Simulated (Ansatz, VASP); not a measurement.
# Two plane-wave programs on Ni

```
Ni
1.0
    -1.50526    1.50526    1.40024
     1.50526   -1.50526    1.40024
     1.50526    1.50526   -1.40024
Ni
1
Cartesian
  0.0000 0.0000 0.0000
```

Change from the starting cell: strain +0.0750 x Voigt [1, 1, 0, 0, 0, 0], atoms carried along.

Alike in both runs: task single point; functional PBE; k mesh 30 × 30 × 30; occupations gaussian, width 0.15 eV; collinear spin.

|  | VASP | Ansatz |
| --- | --- | --- |
| version | VASP 6.6.1 | Ansatz 0.2.0 |
| potentials or method | VASP PAW PBE potentials, release 64 (Ni), cutoff 520 eV | scalar-relativistic, plane waves, PAW |
| valence electrons in the cell | 10 | 18 |

VASP gave:

* gap on the k mesh at the Fermi level (eV): none
* pressure (GPa): -19.2
* traceless stress, the component that is largest in VASP (GPa): -2.20
* net moment per atom (μB): 0.62
* size of the moment on the site where the two differ most (μB): 0.64

**Question.** Estimate Ansatz's values.

**Answer.** gap on the k mesh at the Fermi level (eV): none; pressure (GPa): -19.4; traceless stress, the component that is largest in VASP (GPa): -2.40; net moment per atom (μB): 0.63; size of the moment on the site where the two differ most (μB): 0.67.

Site moments also hang on the region over which each program counts them. A gap of «none» marks a metal or a gap that the smearing closes. With one functional, cell and mesh, what is left measures potentials, basis and numerics. VASP's potentials hold 10 valence electrons a cell and Ansatz's 18, so a difference there can come from the potentials and not from the codes.
